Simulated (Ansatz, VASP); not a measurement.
## One calculation of BaS, two programs

INCAR

```
PREC = Accurate
ENCUT = 520
EDIFF = 1E-7
ISMEAR = 0
SIGMA = 0.01
LREAL = F
LASPH = T
NELM = 60
ALGO = Normal
ISIF = 2
LWAVE = F
LCHARG = F
GGA = PE
NBANDS = 24
```

The input KPOINTS:

```
regular mesh
0
Gamma
  6 6 4
```

The input POSCAR:

```
BaS
1.0
    4.4903943301      0.0000000000      0.0000000000
   -2.2451971651      3.8887955629      0.0000000000
    0.0000000000      0.0000000000      7.8813902015
Ba S
2 2
Direct
    0.0000000000      0.0000000000      0.0000000000
    0.0000000000      0.0000000000      0.5000000000
    0.3333333333      0.6666666667      0.2500000000
    0.6666666667      0.3333333333      0.7500000000
```

Input for Ansatz:

```yaml
crystal:
  lattice:
    - [4.4903943301, 0.0, 0.0]
    - [-2.2451971651, 3.8887955629, 0.0]
    - [0.0, 0.0, 7.8813902015]
  atoms:
    - { symbol: Ba, position: [0.0, 0.0, 0.0] }
    - { symbol: Ba, position: [0.0, 0.0, 0.5] }
    - { symbol: S, position: [0.3333333333, 0.6666666667, 0.25] }
    - { symbol: S, position: [0.6666666667, 0.3333333333, 0.75] }
kpoints:
  mp_grid: { grid: [6, 6, 4] }
hamiltonian:
  xc: pbe
scf:
  occupations: { method: fixed }
  n_extra_bands: 5
output:
  forces: true
  stress: true
  eigenvalues: true
```

Alike in both runs: task single point; functional PBE; k mesh 6 × 6 × 4; no spin polarisation.

|  | VASP | Ansatz |
| --- | --- | --- |
| version | VASP 6.6.1 | Ansatz 0.2.0 |
| potentials or method | VASP PAW PBE potentials, release 64 (Ba_sv, S) | plane waves, PAW |
| plane-wave cutoff (eV) | 520 | 420 |
| occupations | gaussian, width 0.01 eV | fixed |
| valence electrons in the cell | 32 | 32 |

|  | VASP | Ansatz | Ansatz less VASP |
| --- | --- | --- | --- |
| gap on the k mesh at the Fermi level (eV) | 2.34 | 2.44 | +0.097 |
| pressure (GPa) | -0.6 | -1.1 | -0.54 |
| traceless stress, the component that is largest in VASP (GPa) | 0.01 | -0.08 | -0.088 |

Spin-orbit coupling is off throughout.
